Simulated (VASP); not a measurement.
# Hf (Cmcm) in VASP: single point with PBEsol

Aim: the single point of Hf with PBEsol.

Program: VASP 6.6.1. These are calculated values, not measurements. Logs are shortened: lines on timing, memory, paths and dates and some standing lists are left out, and cuts for length are marked.

## Step 1: The cell of the first run

Symmetry: Cmcm, No. 63, orthorhombic system. The conventional cell has a = 2.923 Å, b = 5.884 Å, c = 4.996 Å, α = 90.00°, β = 90.00°, γ = 90.00°. Hf (site symmetry m2m) has 12 Hf at 2.92 to 3.29 Å within 3.9 Å.

## Step 2: Single point, PBEsol

The input, INCAR:

```
PREC = Accurate
ENCUT = 520
EDIFF = 1E-6
ISMEAR = 0
SIGMA = 0.15
LREAL = False
LASPH = True
NELM = 80
ALGO = Fast
ISIF = 2
LWAVE = False
LCHARG = False
GGA = PS
NBANDS = 17
```

The input, KPOINTS:

```
Automatic mesh
0
Gamma
  18 18 10
```

The input, POSCAR:

```
Hf
1.0
    2.9232487641      0.0000000000      0.0000000000
   -1.4616243821      2.9421386683      0.0000000000
    0.0000000000      0.0000000000      4.9962244915
Hf
2
Direct
    0.3333333333      0.6666666667      0.2500000000
    0.6666666667      0.3333333333      0.7500000000
```

Potentials or basis: VASP PAW PBE potentials, release 64 (Hf_pv).

The run is started by

```bash
cat potpaw_PBE.64/Hf_pv/POTCAR > POTCAR
mpirun -np 1 vasp_std > vasp.out
```

OUTCAR:

```text
PREC = Accurate
   ENCUT = 520
   EDIFF = 1E-6
   ISMEAR = 0
   LREAL = False
   LASPH = True
   NELM = 80
   ISIF = 2
   GGA = PS

 ion  position               nearest neighbor table
   1  0.333  0.667  0.250-   2 3.06   2 3.06   2 3.06   2 3.06   2 3.18   2 3.18
   2  0.667  0.333  0.750-   1 3.06   1 3.06   1 3.06   1 3.06   1 3.18   1 3.18

  LATTYP: Found a base centered orthorhombic cell.
 ALAT       =     2.9232487641
 B/A-ratio  =     2.0129239115
 C/A-ratio  =     1.7091342184

  Lattice vectors:

 A1 = (   1.4616243821,  -2.9421386683,   0.0000000000)
 A2 = (   1.4616243820,   2.9421386683,   0.0000000000)
 A3 = (   0.0000000000,   0.0000000000,   4.9962244915)

Analysis of symmetry for initial positions (statically):
=====================================================================
 Subroutine PRICEL returns:
 Original cell was already a primitive cell.

 Routine SETGRP: Setting up the symmetry group for a
 base centered orthorhombic supercell.

 Subroutine GETGRP returns: Found  8 space group operations
 (whereof  4 operations were pure point group operations)
 out of a pool of  8 trial point group operations.

The static configuration has the point symmetry C_2h.
 The point group associated with its full space group is D_2h.

Analysis of symmetry for dynamics (positions and initial velocities):
=====================================================================
 Subroutine PRICEL returns:
 Original cell was already a primitive cell.

 Routine SETGRP: Setting up the symmetry group for a
 base centered orthorhombic supercell.

 Subroutine GETGRP returns: Found  8 space group operations
 (whereof  4 operations were pure point group operations)
 out of a pool of  8 trial point group operations.

The dynamic configuration has the point symmetry C_2h.
 The point group associated with its full space group is D_2h.

 Subroutine INISYM returns: Found  8 space group operations
 (whereof  4 operations are pure point group operations),
 and found     1 'primitive' translations

----------------------------------------------------------------------------------------

                                     Primitive cell

  volume of cell :      42.9705

  direct lattice vectors                    reciprocal lattice vectors
     2.923248764  0.000000000  0.000000000     0.342085153  0.169944403  0.000000000
    -1.461624382  2.942138668  0.000000000     0.000000000  0.339888806  0.000000000
[... 85 lines left out ...]
   EDIFF  = 0.1E-05   stopping-criterion for ELM
   LREAL  =      F    real-space projection
   EDIFFG = 0.1E-04   stopping-criterion for IOM
   NSW    =      0    number of steps for IOM
   IBRION =     -1    ionic relax: 0-MD 1-quasi-New 2-CG
   NFREE  =      0    steps in history (QN), initial steepest desc. (CG)
   ISIF   =      2    stress and relaxation
   ISYM   =      2    0-nonsym 1-usesym 2-fastsym
   POTIM  = 0.5000    time-step for ionic-motion
   TEBEG  =    0.0;   TEEND  =   0.0 temperature during run
   PSTRESS=    0.0 pullay stress
   NELECT =      20.0000    total number of electrons
   NUPDOWN=      -1.0000    fix difference up-down
   EMIN   =  10.00;   EMAX   =-10.00  energy-range for DOS
   EFERMI =   0.00;   METHOD = LEGACY
   ISMEAR =     0;   SIGMA  =   0.15  broadening in eV -4-tet -1-fermi 0-gaus
   EFERMI_NEDOS =   21; number of points for ismear=-14 and -15
   IALGO  =     68    algorithm
   IMIX   =      4    mixing-type and parameters
     AMIX     =   0.40;   BMIX     =  1.00
     AMIX_MAG =   1.60;   BMIX_MAG =  1.00
  volume/ion in A,a.u.               =      21.49       144.99
  Fermi-wavevector in a.u.,A,eV,Ry     =   1.268707  2.397508 21.900162  1.609617
  Thomas-Fermi vector in A             =   2.401787
   LORBIT       =      0    0 simple, 1 ext, 2 COOP (PROOUT), +10 PAW based schemes
   GGA     = PS    functional components
   LHFCALC =     F    Hartree Fock is set to
   AEXX    =    0.0000 exact exchange contribution
   IVDW    =     0    specifies the selected vdW correction
   LEPSILON=     F    determine dielectric tensor
   LRPA    =     F    only Hartree local field effects (RPA)
 non-spin polarized calculation
 RMM-DIIS sequential band-by-band and
 Gauss-broadening in eV      SIGMA  =   0.15
  energy-cutoff  :      520.00
  volume of cell :       42.97
 maximum number of plane-waves:      1182
 NGX is ok and might be reduce to    24
   NGX = 11   NGY = 13   NGZ = 19

 number of electron      20.0000000 magnetization

 Free energy of the ion-electron system (eV)
  ---------------------------------------------------
  ext. energy  EPLUGINS =         0.00000000
  ---------------------------------------------------
  free energy    TOTEN  =       -20.81254912 eV

  energy without entropy =      -20.79050880  energy(sigma->0) =      -20.80152896

 E-fermi :   4.9185     XC(G=0): -11.5660

 val. band max:        4.9119441232   @ k =   0.1667   0.2778   0.4000
 cond. band min:       4.9216710609   @ k =   0.3889   0.2778   0.3000
 fundamental gap:      0.0097269376
 Fermi energy:         4.9185253257

 k-point     1 :       0.0000    0.0000    0.0000
  band No.  band energies     occupation
      1     -25.9619      2.00000
      2     -25.1935      2.00000
      3     -25.0489      2.00000
      4     -24.9622      2.00000
      5     -24.9539      2.00000
      6     -24.8111      2.00000
[... 457 lines left out ...]
      4     -25.2176      2.00000
      5     -25.0641      2.00000
      6     -25.0414      2.00000
[... 9 lines left out ...]
     16       8.7721      0.00000
     17      11.1397      0.00000

 [... further k-points ...]

------------------------ aborting loop because EDIFF is reached ----------------------------------------

  FORCE on cell =-STRESS in cart. coord.  units (eV):
  Direction    XX          YY          ZZ          XY          YZ          ZX
  --------------------------------------------------------------------------------------
  -------------------------------------------------------------------------------------
  Total        2.9073794     -2.0206978     -0.4895008      0.0000000      0.0000000      0.0000000
  in kB      108.4030318    -75.3426850    -18.2512702      0.0000000      0.0000000      0.0000000
  external PRESSURE =       4.9363589 kB  Pullay stress =       0.0000000 kB

 VOLUME and BASIS-vectors are now :
 -----------------------------------------------------------------------------
  energy-cutoff  :      520.00
  volume of cell :       42.97
      direct lattice vectors                 reciprocal lattice vectors
     2.923248764  0.000000000  0.000000000     0.342085153  0.169944403  0.000000000
    -1.461624382  2.942138668  0.000000000     0.000000000  0.339888806  0.000000000
     0.000000000  0.000000000  4.996224491     0.000000000  0.000000000  0.200151134

 POSITION                                       TOTAL-FORCE (eV/Angst)
 -----------------------------------------------------------------------------------
     -0.00000      1.96143      1.24906        -0.000000      0.251505      0.000000
      1.46162      0.98071      3.74717         0.000000     -0.251505     -0.000000
 -----------------------------------------------------------------------------------
    total drift:                               -0.000000      0.000000     -0.000000

  FREE ENERGIE OF THE ION-ELECTRON SYSTEM (eV)
  ---------------------------------------------------
  free  energy   TOTEN  =       -20.8125491249 eV

  energy  without entropy=      -20.7905087990  energy(sigma->0) =      -20.80152896
```

OSZICAR:

```text
N       E                     dE             d eps       ncg     rms          rms(c)
DAV:   1     0.499946114089E+02    0.49995E+02   -0.11439E+04 18652   0.113E+03
DAV:   2    -0.196611057368E+02   -0.69656E+02   -0.67967E+02 24162   0.250E+02
DAV:   3    -0.215071511317E+02   -0.18460E+01   -0.18293E+01 23630   0.273E+01
DAV:   4    -0.215219144397E+02   -0.14763E-01   -0.14743E-01 23835   0.289E+00
DAV:   5    -0.215220519366E+02   -0.13750E-03   -0.13748E-03 23759   0.249E-01    0.651E+01
RMM:   6    -0.209989844134E+02    0.52307E+00   -0.41300E-01 18639   0.380E+00    0.388E+01
RMM:   7    -0.208198333529E+02    0.17915E+00   -0.91130E-01 21070   0.566E+00    0.192E+00
RMM:   8    -0.208114867413E+02    0.83466E-02   -0.80262E-02 20153   0.196E+00    0.224E-01
RMM:   9    -0.208124619689E+02   -0.97523E-03   -0.11522E-02 26538   0.682E-01    0.383E-01
RMM:  10    -0.208125979003E+02   -0.13593E-03   -0.15373E-03 26828   0.247E-01    0.380E-01
RMM:  11    -0.208126842904E+02   -0.86390E-04   -0.28983E-04 25035   0.122E-01    0.528E-01
RMM:  12    -0.208125401305E+02    0.14416E-03   -0.32986E-04 20863   0.110E-01    0.156E-01
RMM:  13    -0.208125487284E+02   -0.85979E-05   -0.73215E-05 21570   0.593E-02    0.184E-01
RMM:  14    -0.208125491249E+02   -0.39652E-06   -0.61322E-06 25194   0.202E-02
   1 F= -.20812549E+02 E0= -.20801529E+02  d E =-.220403E-01
```

stdout:

```text
POSCAR found type information on POSCAR Hf
 POSCAR found :  1 types and       2 ions
 scaLAPACK will be used
 -----------------------------------------------------------------------------
|                                                                             |
|                                                                             |
|     You enforced a specific xc type in the INCAR file but a different       |
|     I HOPE YOU KNOW WHAT YOU ARE DOING!                                     |
|                                                                             |
 -----------------------------------------------------------------------------

 LDA part: xc-table for (Slater+PW92), standard interpolation
 POSCAR, INCAR and KPOINTS ok, starting setup
 FFT: planning ... GRIDC
 FFT: planning ... GRID_SOFT
 FFT: planning ... GRID
 WAVECAR not read
 entering main loop
```

Wall time 3.7 min (1 thread of AMD EPYC 9R14 (Zen 4), shared host); peak memory 0.4 GiB.

What came out:

* Free energy: -20.8125 eV
* Pressure: 0.5 GPa
* Largest force: 0.252 eV/Å
* Band gap on the k mesh: zero (bands 10 and 11 overlap by 1.22 eV)

Forces on the atoms (eV/Å):
```
Hf   0.000  0.252  0.000
Hf   0.000 -0.252  0.000
```

Stress tensor (GPa, compression positive):
```
10.84  0.00  0.00
 0.00 -7.53  0.00
 0.00  0.00 -1.83
```

Caveat: the cell differs from its parent crystal (strain +e along x and -e along y -0.0750, strain +e along z and -e/2 along x and y +0.0000); the stress differs along the axes, from -8 to 11 GPa; the PAW data sets were made with another functional, which shifts forces and pressure a little; spin-orbit coupling is left out, which moves the levels of the heavy elements.
